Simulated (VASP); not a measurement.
A run of VASP 6.6.1 is set up as follows.

File INCAR:

```
PREC     = Accurate       # precision mode
ENCUT    = 520            # plane-wave cutoff, eV
EDIFF    = 1E-7           # SCF threshold, eV
ISMEAR   = -1             # smearing method
SIGMA    = 0.05           # smearing width, eV
LREAL    = Auto         
LASPH    = True           # aspherical terms in the spheres
NELM     = 60             # most SCF steps
ALGO     = Normal         # electronic algorithm
ISIF     = 2              # what is computed and relaxed
LWAVE    = False          # write WAVECAR
LCHARG   = False          # write CHGCAR
GGA      = PE             # functional
IVDW     = 12             # dispersion correction
NBANDS   = 53             # bands
```

The input KPOINTS:

```
Automatic mesh
0
Gamma
  2 2 2
```

The input POSCAR:

```
Si16Ge
1.0
    0.0000000000      5.4300000000      5.4300000000
    5.4300000000      0.0000000000      5.4300000000
    5.4300000000      5.4300000000      0.0000000000
Si Ge
16 1
Direct
   -0.1911786372     -0.1617863720      0.3516574586
    0.2454788214      0.1584438306     -0.0272651934
    0.1106169429     -0.0073756906      0.3713904236
   -0.0789134438      0.1784898711      0.6217127072
    0.0555985267      0.5179005525     -0.0785635359
    0.1715930018      0.5685174954      0.1248158379
    0.1242173112      0.3619705341      0.4830755064
    0.2072099448      0.5648526703      0.5741896869
    0.6034162063     -0.0842265193     -0.0072651934
    0.7240791897      0.1024585635      0.0350184162
    0.4252946593      0.0677624309      0.3766574586
    0.6462430939      0.0580110497      0.6340147330
    0.5365193370      0.4617679558     -0.0479558011
    0.6754880295      0.5493738490      0.0928545120
    0.5761325967      0.4458931860      0.5016390424
    0.5214732965      0.6919889503      0.6254696133
    0.1188581952      0.9505893186      0.8900736648
```

Potentials or basis: VASP PAW PBE potentials, release 64 (Si, Ge_d).

Launch:

```sh
$ cat potpaw_PBE.64/Si/POTCAR potpaw_PBE.64/Ge_d/POTCAR > POTCAR
$ mpirun -np 1 vasp_std > vasp.out
```

(1) Predict the pressure.

(2) Predict the dispersion energy per atom.

## Answers

(1) -0.1 GPa.

(2) -0.337 eV.

Caveat: the k points lie up to 0.50 Å⁻¹ apart.
